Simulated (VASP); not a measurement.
# MgO (pbesol) (Fm-3m) in VASP: a series of runs

The runs below take MgO (pbesol) through single point, relaxation of cell and atoms, with PBEsol.

Program: VASP 6.6.1. These are calculated values, not measurements. Logs are shortened: lines on timing, memory, paths and dates and some standing lists are left out, and cuts for length are marked.

**1. The cell of the first run**

Symmetry: Fm-3m, No. 225, cubic system. The conventional cell has a = 4.178 Å, b = 4.178 Å, c = 4.178 Å, α = 90.00°, β = 90.00°, γ = 90.00°. Within 2.8 Å of Mg (site symmetry m-3m) lie 6 O at 2.09 Å. Within 2.8 Å of O (site symmetry m-3m) lie 6 Mg at 2.09 Å.

**2. Single point, PBEsol**

The input, INCAR:

```
SYSTEM = MgO
PREC     = Accurate       ! precision mode
ENCUT    = 600            ! plane-wave cutoff, eV
EDIFF    = 1E-6           ! SCF threshold, eV
ISMEAR   = 0              ! smearing method
SIGMA    = 0.02           ! smearing width, eV
LREAL    = .FALSE.        ! projectors in reciprocal space
LASPH    = .TRUE.         ! aspherical terms in the spheres
NELM     = 120            ! most SCF steps
ALGO     = Normal         ! electronic algorithm
ISIF     = 2              ! what is computed and relaxed
LWAVE    = .FALSE.        ! write WAVECAR
LCHARG   = .FALSE.        ! write CHGCAR
GGA      = PS             ! functional
NBANDS   = 11             ! bands
GGA_COMPAT= .FALSE.
```

The input, KPOINTS:

```
regular mesh
0
G
  10 10 10
  0 0 0
```

The input, POSCAR:

```
MgO
1.0
    0.0000000000      2.0889949549      2.0889949549
    2.0889949549      0.0000000000      2.0889949549
    2.0889949549      2.0889949549      0.0000000000
Mg O
1 1
Direct
    0.0000000000      0.0000000000      0.0000000000
    0.5000000000      0.5000000000      0.5000000000
```

Potentials or basis: VASP PAW PBE potentials, release 64 (Mg, O).

Launch:

```
$ cat potpaw_PBE.64/Mg/POTCAR potpaw_PBE.64/O/POTCAR > POTCAR
$ mpirun -np 1 vasp_std > vasp.out
```

OUTCAR:

```text
SYSTEM = MgO
   PREC = Accurate
   ENCUT = 600
   EDIFF = 1E-6
   ISMEAR = 0
   LREAL = .FALSE.
   LASPH = .TRUE.
   NELM = 120
   ISIF = 2
   GGA = PS

 ion  position               nearest neighbor table
   1  0.000  0.000  0.000-   2 2.09   2 2.09   2 2.09   2 2.09   2 2.09   2 2.09
   2  0.500  0.500  0.500-   1 2.09   1 2.09   1 2.09   1 2.09   1 2.09   1 2.09

  LATTYP: Found a face centered cubic cell.
 ALAT       =     4.1779899098

  Lattice vectors:

 A1 = (   0.0000000000,   2.0889949549,   2.0889949549)
 A2 = (   2.0889949549,   0.0000000000,   2.0889949549)
 A3 = (   2.0889949549,   2.0889949549,   0.0000000000)

Analysis of symmetry for initial positions (statically):
=====================================================================
 Subroutine PRICEL returns:
 Original cell was already a primitive cell.

 Routine SETGRP: Setting up the symmetry group for a
 face centered cubic supercell.

 Subroutine GETGRP returns: Found 48 space group operations
 (whereof 48 operations were pure point group operations)
 out of a pool of 48 trial point group operations.

The static configuration has the point symmetry O_h .

Analysis of symmetry for dynamics (positions and initial velocities):
=====================================================================
 Subroutine PRICEL returns:
 Original cell was already a primitive cell.

 Routine SETGRP: Setting up the symmetry group for a
 face centered cubic supercell.

 Subroutine GETGRP returns: Found 48 space group operations
 (whereof 48 operations were pure point group operations)
 out of a pool of 48 trial point group operations.

The dynamic configuration has the point symmetry O_h .

 Subroutine INISYM returns: Found 48 space group operations
 (whereof 48 operations are pure point group operations),
 and found     1 'primitive' translations

----------------------------------------------------------------------------------------

                                     Primitive cell

  volume of cell :      18.2323

  direct lattice vectors                    reciprocal lattice vectors
     0.000000000  2.088994955  2.088994955    -0.239349549  0.239349549  0.239349549
     2.088994955  0.000000000  2.088994955     0.239349549 -0.239349549  0.239349549
     2.088994955  2.088994955  0.000000000     0.239349549  0.239349549 -0.239349549

  length of vectors
     2.954284997  2.954284997  2.954284997     0.414565579  0.414565579  0.414565579

  position of ions in fractional coordinates (direct lattice)
     0.000000000  0.000000000  0.000000000
     0.500000000  0.500000000  0.500000000

  ion indices of the primitive-cell ions
   primitive index   ion index
                 1           1
                 2           2

----------------------------------------------------------------------------------------

 KPOINTS: regular mesh

Automatic generation of k-mesh.
 Grid dimensions read from file:
 generate k-points for:   10   10   10

 Generating k-lattice:

  Cartesian coordinates                     Fractional coordinates (reciprocal lattice)
    -0.023934955  0.023934955  0.023934955     0.100000000  0.000000000  0.000000000
     0.023934955 -0.023934955  0.023934955     0.000000000  0.100000000  0.000000000
     0.023934955  0.023934955 -0.023934955     0.000000000  0.000000000  0.100000000

  Length of vectors
     0.041456558  0.041456558  0.041456558

  Shift w.r.t. Gamma in fractional coordinates (k-lattice)
     0.000000000  0.000000000  0.000000000

 Subroutine IBZKPT returns following result:
 ===========================================

 Found     47 irreducible k-points:

 Following reciprocal coordinates:
            Coordinates               Weight
  0.000000  0.000000  0.000000      1.000000
  0.100000  0.000000  0.000000      8.000000
  0.200000  0.000000  0.000000      8.000000
  0.300000  0.000000  0.000000      8.000000
  0.400000  0.000000  0.000000      8.000000
  0.500000  0.000000  0.000000      4.000000
[... 16 lines left out ...]
  0.300000  0.300000  0.000000      6.000000
  0.400000  0.300000  0.000000     24.000000
 [... further k-points ...]
   k-points           NKPTS =     47   k-points in BZ     NKDIM =     47   number of bands    NBANDS=     11
   number of dos      NEDOS =    301   number of ions     NIONS =      2
   total plane-waves  NPLWV =  13824
   dimension x,y,z NGX =    24 NGY =   24 NGZ =   24
   dimension x,y,z NGXF=    48 NGYF=   48 NGZF=   48
   ions per type =               1   1
   NGX,Y,Z   is equivalent  to a cutoff of  13.51, 13.51, 13.51 a.u.
   NGXF,Y,Z  is equivalent  to a cutoff of  27.01, 27.01, 27.01 a.u.
 SYSTEM =  MgO
   PREC   = accura    normal or accurate (medium, high low for compatibility)
   ISTART =      0    job   : 0-new  1-cont  2-samecut
   ICHARG =      2    charge: 1-file 2-atom 10-const
   ISPIN  =      1    spin polarized calculation?
   LNONCOLLINEAR =      F non collinear calculations
   LSORBIT =      F    spin-orbit coupling
   LASPH  =      T    aspherical Exc in radial PAW
   ENCUT  =  600.0 eV  44.10 Ry    6.64 a.u.   5.90  5.90  5.90*2*pi/ulx,y,z
   NELM   =    120;   NELMIN=  2; NELMDL= -5     # of ELM steps
   EDIFF  = 0.1E-05   stopping-criterion for ELM
   LREAL  =      F    real-space projection
   EDIFFG = 0.1E-04   stopping-criterion for IOM
   NSW    =      0    number of steps for IOM
   IBRION =     -1    ionic relax: 0-MD 1-quasi-New 2-CG
   NFREE  =      0    steps in history (QN), initial steepest desc. (CG)
   ISIF   =      2    stress and relaxation
   ISYM   =      2    0-nonsym 1-usesym 2-fastsym
   POTIM  = 0.5000    time-step for ionic-motion
   TEBEG  =    0.0;   TEEND  =   0.0 temperature during run
   PSTRESS=    0.0 pullay stress
   NELECT =       8.0000    total number of electrons
   NUPDOWN=      -1.0000    fix difference up-down
   EMIN   =  10.00;   EMAX   =-10.00  energy-range for DOS
   EFERMI =   0.00;   METHOD = LEGACY
   ISMEAR =     0;   SIGMA  =   0.02  broadening in eV -4-tet -1-fermi 0-gaus
   EFERMI_NEDOS =   21; number of points for ismear=-14 and -15
   IALGO  =     38    algorithm
   IMIX   =      4    mixing-type and parameters
     AMIX     =   0.40;   BMIX     =  1.00
     AMIX_MAG =   1.60;   BMIX_MAG =  1.00
  volume/ion in A,a.u.               =       9.12        61.52
  Fermi-wavevector in a.u.,A,eV,Ry     =   1.244011  2.350839 21.055867  1.547563
  Thomas-Fermi vector in A             =   2.378296
   LORBIT       =      0    0 simple, 1 ext, 2 COOP (PROOUT), +10 PAW based schemes
   GGA     = PS    functional components
   LHFCALC =     F    Hartree Fock is set to
   AEXX    =    0.0000 exact exchange contribution
   IVDW    =     0    specifies the selected vdW correction
   LEPSILON=     F    determine dielectric tensor
   LRPA    =     F    only Hartree local field effects (RPA)
 non-spin polarized calculation
 Gauss-broadening in eV      SIGMA  =   0.02
  energy-cutoff  :      600.00
  volume of cell :       18.23
 maximum number of plane-waves:       620
   NGX = 11   NGY = 11   NGZ = 11

 number of electron       8.0000002 magnetization

 Free energy of the ion-electron system (eV)
  ---------------------------------------------------
  ext. energy  EPLUGINS =         0.00000000
  ---------------------------------------------------
  free energy    TOTEN  =       -12.51007873 eV

  energy without entropy =      -12.51007873  energy(sigma->0) =      -12.51007873

 E-fermi :   3.4073     XC(G=0): -11.4284

 val. band max:        3.2507441479   @ k =   0.0000   0.0000   0.0000
 cond. band min:       8.1254138856   @ k =   0.0000   0.0000   0.0000
 fundamental gap:      4.8746697377
 Fermi energy:         3.4073052887

 k-point     1 :       0.0000    0.0000    0.0000
  band No.  band energies     occupation
      1     -14.0826      2.00000
      2       3.2507      2.00000
      3       3.2507      2.00000
      4       3.2507      2.00000
      5       8.1254      0.00000
      6      19.0198      0.00000
      7      19.0198      0.00000
      8      19.0198      0.00000
      9      22.9266      0.00000
     10      24.8394      0.00000
     11      24.8394      0.00000

 k-point     2 :       0.1000    0.0000    0.0000
  band No.  band energies     occupation
      1     -13.9703      2.00000
      2       2.5828      2.00000
      3       3.1791      2.00000
      4       3.1791      2.00000
      5       8.7565      0.00000
      6      17.7512      0.00000
      7      19.2706      0.00000
      8      19.2706      0.00000
      9      24.1491      0.00000
     10      24.1491      0.00000
     11      24.6518      0.00000

 k-point     3 :       0.2000    0.0000    0.0000
  band No.  band energies     occupation
      1     -13.6608      2.00000
      2       1.2203      2.00000
      3       2.9978      2.00000
      4       2.9978      2.00000
      5       9.9456      0.00000
      6      16.2519      0.00000
      7      19.7928      0.00000
      8      19.7928      0.00000
      9      23.4629      0.00000
     10      23.4629      0.00000
     11      25.7621      0.00000

 k-point     4 :       0.3000    0.0000    0.0000
  band No.  band energies     occupation
      1     -13.2407      2.00000
      2      -0.1531      2.00000
      3       2.7848      2.00000
      4       2.7848      2.00000
      5      10.8328      0.00000
      6      15.6400      0.00000
      7      19.9679      0.00000
      8      19.9679      0.00000
      9      23.8895      0.00000
     10      23.8895      0.00000
     11      25.1743      0.00000
[... 239 lines left out ...]
 k-point    22 :      -0.2000    0.2000    0.0000
  band No.  band energies     occupation
      1     -13.1162      2.00000
      2       0.0524      2.00000
      3       1.8508      2.00000
      4       2.7794      2.00000
      5      11.8369      0.00000
      6      15.1205      0.00000
      7      18.5216      0.00000
      8      21.2171      0.00000
      9      21.7430      0.00000
     10      24.7487      0.00000
     11      28.3787      0.00000

 k-point    23 :       0.3000    0.3000    0.0000
  band No.  band energies     occupation
      1     -13.0257      2.00000
      2      -0.0110      2.00000
      3       2.2748      2.00000
      4       2.2748      2.00000
      5      12.2765      0.00000
      6      13.5355      0.00000
      7      17.8282      0.00000
      8      21.3439      0.00000
      9      21.3439      0.00000
     10      27.5487      0.00000
     11      31.0437      0.00000

 k-point    24 :       0.4000    0.3000    0.0000
  band No.  band energies     occupation
      1     -12.7596      2.00000
      2      -0.4571      2.00000
      3       1.8918      2.00000
      4       2.1217      2.00000
      5      12.9229      0.00000
      6      13.3689      0.00000
      7      16.9907      0.00000
      8      21.6158      0.00000
      9      21.8247      0.00000
     10      28.3136      0.00000
     11      30.6350      0.00000

 [... further k-points ...]

------------------------ aborting loop because EDIFF is reached ----------------------------------------

  FORCE on cell =-STRESS in cart. coord.  units (eV):
  Direction    XX          YY          ZZ          XY          YZ          ZX
  --------------------------------------------------------------------------------------
  -------------------------------------------------------------------------------------
  Total        0.4092372      0.4092372      0.4092372     -0.0000000     -0.0000000      0.0000000
  in kB       35.9619714     35.9619714     35.9619714     -0.0000000     -0.0000000      0.0000000
  external PRESSURE =      35.9619714 kB  Pullay stress =       0.0000000 kB

 VOLUME and BASIS-vectors are now :
 -----------------------------------------------------------------------------
  energy-cutoff  :      600.00
  volume of cell :       18.23
      direct lattice vectors                 reciprocal lattice vectors
     0.000000000  2.088994955  2.088994955    -0.239349549  0.239349549  0.239349549
     2.088994955  0.000000000  2.088994955     0.239349549 -0.239349549  0.239349549
     2.088994955  2.088994955  0.000000000     0.239349549  0.239349549 -0.239349549

 POSITION                                       TOTAL-FORCE (eV/Angst)
 -----------------------------------------------------------------------------------
      0.00000      0.00000      0.00000         0.000000      0.000000      0.000000
      2.08899      2.08899      2.08899        -0.000000     -0.000000      0.000000
 -----------------------------------------------------------------------------------
    total drift:                               -0.000000     -0.000000      0.000000

  FREE ENERGIE OF THE ION-ELECTRON SYSTEM (eV)
  ---------------------------------------------------
  free  energy   TOTEN  =       -12.5100787337 eV

  energy  without entropy=      -12.5100787337  energy(sigma->0) =      -12.51007873
```

Run time: 15 s. Hardware: 1 thread of AMD EPYC 7R13, shared host; peak memory 0.11 GiB.

What came out:

| Property | Result |
| --- | --- |
| Free energy | -12.5101 eV |
| Pressure | 3.6 GPa |
| Band gap on the k mesh | 4.87 eV, direct |

Caveat: the PAW data sets were made with another functional, which shifts forces and pressure a little. Expect the measured gap to be larger: semilocal functionals such as PBEsol lack the derivative discontinuity.

**3. Relaxation of cell and atoms, PBEsol, target pressure 4.3 GPa, at which the enthalpy is minimised**

This run uses another cell than the first one, of 9.37 Å³/atom, 1.028 times its volume.

The input, INCAR:

```
SYSTEM = MgO
PREC = Accurate
ENCUT = 600
EDIFF = 1E-7
ISMEAR = 0
SIGMA = 0.02
LREAL = .False.
LASPH = .True.
NELM = 120
ALGO = Normal
ISIF = 3
LWAVE = .False.
LCHARG = .False.
GGA = PS
IBRION = 2
NSW = 100
EDIFFG = -0.002
PSTRESS = 43.0
GGA_COMPAT = .False.
NELMIN = 4
```

The input, KPOINTS:

```
Automatic mesh
0
Gamma
  10 10 10
  0 0 0
```

The input, POSCAR:

```
MgO
1.0
    0.0000000000      2.1085000000      2.1085000000
    2.1085000000      0.0000000000      2.1085000000
    2.1085000000      2.1085000000      0.0000000000
Mg O
1 1
Direct
    0.0000000000      0.0000000000      0.0000000000
    0.5000000000      0.5000000000      0.5000000000
```

Potentials or basis: VASP PAW PBE potentials, release 64 (Mg, O).

Launch:

```
$ cat potpaw_PBE.64/Mg/POTCAR potpaw_PBE.64/O/POTCAR > POTCAR
$ mpirun -np 1 vasp_std > vasp.out
```

It took 29 s on 1 thread of AMD EPYC 7R13, shared host; peak memory 0.12 GiB.

The run converged. Its results:

* Free energy: -12.5096 eV
* Relaxed volume: 9.08 Å³/atom
* Relaxed cell: a = 2.950 Å, b = 2.950 Å, c = 2.950 Å, α = 60.00°, β = 60.00°, γ = 60.00°
* Space group after relaxing (to 0.05 Å): Fm-3m (No. 225)
* Energy change on relaxing (the enthalpy is what falls): +2.9 meV/atom
* Ionic steps: 3
* Pressure after relaxing: 4.3 GPa
* Band gap on the k mesh: 4.92 eV, direct

Step by step:
```tsv
step	energy change (eV)	largest force (eV/Å)	pressure (GPa)	volume (Å³)
1	0.0000	0.0000	-1.04	18.75
2	0.0142	0.0000	6.79	17.91
3	0.0057	0.0000	4.31	18.16
```

Final structure:
```xyz
2
Lattice="0.0000 2.0862 2.0862 2.0862 0.0000 2.0862 2.0862 2.0862 0.0000" Properties=species:S:1:pos:R:3 pbc="T T T"
Mg    0.0000    0.0000    0.0000
O     2.0862    2.0862    2.0862
```

Levels at points of the mesh, in eV from the valence-band top:
```csv
k point,band 1,band 2,band 3,band 4,band 5,band 6,band 7,band 8
"(0.00, 0.00, 0.00)",-17.35,0.00,0.00,0.00,4.92,15.79,15.79,15.79
"(0.50, 0.00, 0.00)",-15.97,-4.81,-0.70,-0.70,7.93,12.83,16.47,16.47
"(0.50, 0.50, 0.00)",-15.69,-4.26,-1.41,-1.41,8.95,10.19,13.28,19.28
```

Caveat: the cell is relaxed towards a set pressure, so the enthalpy falls and the energy may rise; the PAW data sets were made with another functional, which shifts forces and pressure a little.
